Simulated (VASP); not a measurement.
A run of VASP 6.6.1 is set up as follows.

File INCAR:

```
PREC = Accurate
ENCUT = 600
EDIFF = 1E-7
ISMEAR = -1
SIGMA = 0.05
LREAL = False
LASPH = True
NELM = 60
ALGO = Normal
ISIF = 3
LWAVE = False
LCHARG = False
GGA = PE
IBRION = 2
NSW = 32
EDIFFG = -0.005
PSTRESS = 3500.0
```

KPOINTS

```
Automatic mesh
0
Gamma
  20 20 11
```

File POSCAR:

```
Ti
1.0
    2.0661328681      0.0000000000      0.0000000000
   -1.0330664340      1.7893235514      0.0000000000
    0.0000000000      0.0000000000      3.9562909841
Ti
2
Direct
    0.3333333333      0.6666666667      0.2500000000
    0.6666666667      0.3333333333      0.7500000000
```

Potentials or basis: VASP PAW PBE potentials, release 64 (Ti_sv).

Launch:

```sh
$ cat potpaw_PBE.64/Ti_sv/POTCAR > POTCAR
$ mpirun -np 1 vasp_std > vasp.out
```

Predict the relaxed cell.

a = 2.083 Å, b = 2.083 Å, c = 3.935 Å, α = 90.00°, β = 90.00°, γ = 120.00°.

Estimate the space group after relaxing (to 0.1 Å).

P6_3/mmc (No. 194).

What does it give for the band gap on the k mesh?

Zero (bands 12 and 13 overlap by 1.81 eV).

Final structure:
```yaml
crystal:
  lattice:
    - [2.08253, 0.00000, 0.00000]
    - [-1.04126, 1.80352, 0.00000]
    - [0.00000, 0.00000, 3.93502]
  atoms:
    - { symbol: Ti, position: [0.33333, 0.66667, 0.25000] }
    - { symbol: Ti, position: [0.66667, 0.33333, 0.75000] }
```

Caveat: the cell is relaxed towards a set pressure, so the run minimises the enthalpy, not the energy; atoms lie so close that the PAW spheres overlap strongly, which falsifies energies and pressures.
